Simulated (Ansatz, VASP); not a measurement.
# One calculation of SiSb2, two programs

```
CELL_PARAMETERS angstrom
0.00000 3.40036 3.40036
3.40036 0.00000 3.40036
3.40036 3.40036 0.00000
ATOMIC_POSITIONS crystal
Si 0.00000 0.00000 0.00000
Sb 0.25000 0.25000 0.25000
Sb 0.75000 0.75000 0.75000
```

Alike in both runs: functional PBE; k mesh 12 × 12 × 12; occupations gaussian, width 0.1 eV; no spin polarisation.

Ansatz relaxed the structure, and its values are those at the end. VASP's run is a single point on that final structure, the one shown.

|  | VASP | Ansatz |
| --- | --- | --- |
| version | VASP 6.6.1 | Ansatz 0.2.0 |
| potentials or method | VASP PAW PBE potentials, release 64 (Si, Sb), cutoff 520 eV | scalar-relativistic, plane waves, PAW |
| valence electrons in the cell | 14 | 34 |

```csv
,VASP,Ansatz,Ansatz less VASP
gap on the k mesh at the Fermi level (eV),none,none,-
pressure (GPa),0.0,0.0,+0.04
```

A gap of «none» marks a metal or a gap that the smearing closes. With one functional, cell and mesh, what is left measures potentials, basis and numerics. VASP's potentials hold 14 valence electrons a cell and Ansatz's 34, so a difference there can come from the potentials and not from the codes.

Spin-orbit coupling is off throughout.
